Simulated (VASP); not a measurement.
## Hf: single point with PBE

Hf:

```
Hf
1.0
     3.20481    0.00000    0.00000
    -1.60240    2.77545    0.00000
     0.00000    0.00000    5.06837
Hf
2
Direct
  0.33333 0.66667 0.25000
  0.66667 0.33333 0.75000
```

| Property | Result |
| --- | --- |
| Program | VASP 6.6.1 |
| Task | single point |
| Functional | PBE |
| Potentials or basis | VASP PAW PBE potentials, release 64 (Hf_pv) |
| Cutoff | 520 eV |
| k mesh | 18 × 18 × 8 |
| Occupations | gaussian, width 0.1 eV |
| Spin | no spin polarisation |

| Property | Result |
| --- | --- |
| Pressure | -0.5 GPa |
| Band gap on the k mesh | zero (bands 10 and 11 overlap by 1.59 eV) |

Stress tensor (GPa, compression positive):
```
-0.45  0.00  0.00
 0.00 -0.45  0.00
 0.00  0.00 -0.53
```

Levels at points of the mesh, in eV from the Fermi level:
```csv
k point,band 8,band 9,band 10,band 11,band 12,band 13
"(0.00, 0.00, 0.00)",-3.70,0.61,1.17,1.17,1.45,1.98
"(0.50, 0.00, 0.00)",-2.73,-2.21,-0.83,0.78,0.85,1.66
"(0.00, 0.00, 0.50)",-5.40,0.14,0.14,1.06,1.06,1.06
"(0.50, 0.00, 0.50)",-3.39,-0.98,-0.98,1.14,1.14,2.62
```

Run time: 61 s on 1 thread of Intel(R) Xeon(R) 6975P-C (Granite Rapids), on a shared host, peak memory 0.24 GiB.

Caveat: spin-orbit coupling is left out, which moves the levels of the heavy elements.
